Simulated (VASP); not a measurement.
Wanted: the native input for a VASP 6.6.1 run.

| Item | Value |
| --- | --- |
| Task | single point |
| Functional | PBEsol |
| Potentials or basis | VASP PAW PBE potentials, release 64 (Sc_sv) |
| Cutoff | 520 eV |
| k mesh | 18 × 18 × 10 |
| Occupations | gaussian, width 0.15 eV |
| Spin | no spin polarisation |
| Dipole correction | no |
| Further INCAR settings | ALGO = Fast; EDIFF = 1e-06; NBANDS = 18 |

The structure of Sc lies in POSCAR:

```
Sc
1.0
    3.2095339604      0.0000000000      0.0000000000
   -1.6047669802      2.7795379440      0.0000000000
    0.0000000000      0.0000000000      5.3470200000
Sc
2
Direct
    0.3333333333      0.6666666667      0.2500000000
    0.6666666667      0.3333333333      0.7500000000
```

This cell differs from its parent crystal: strain -0.030 along x and y, +0.015 along z.

The input as run:

INCAR

```
ALGO = Fast
EDIFF = 1E-6
ENCUT = 520
GGA = PS
ISIF = 2
ISMEAR = 0
LASPH = T
LCHARG = F
LREAL = F
LWAVE = F
NBANDS = 18
NELM = 60
PREC = Accurate
SIGMA = 0.15
```

KPOINTS

```
k-points
0
Gamma
  18 18 10
```

Potentials or basis: VASP PAW PBE potentials, release 64 (Sc_sv).

Command:

```console
$ cat potpaw_PBE.64/Sc_sv/POTCAR > POTCAR
$ mpirun -np 1 vasp_std > vasp.out
```

It gave:

- Pressure: -0.2 GPa
- Band gap on the k mesh: zero (bands 11 and 12 overlap by 1.21 eV)

Caveat: the cell differs from its parent crystal (strain -0.030 along x and y, +0.015 along z); the PAW data sets were made with another functional, which shifts forces and pressure a little.

It took 2 min on 1 thread of AMD EPYC 9R45 96-Core Processor (Zen 5), with other jobs on the host, peak memory 0.24 GiB.
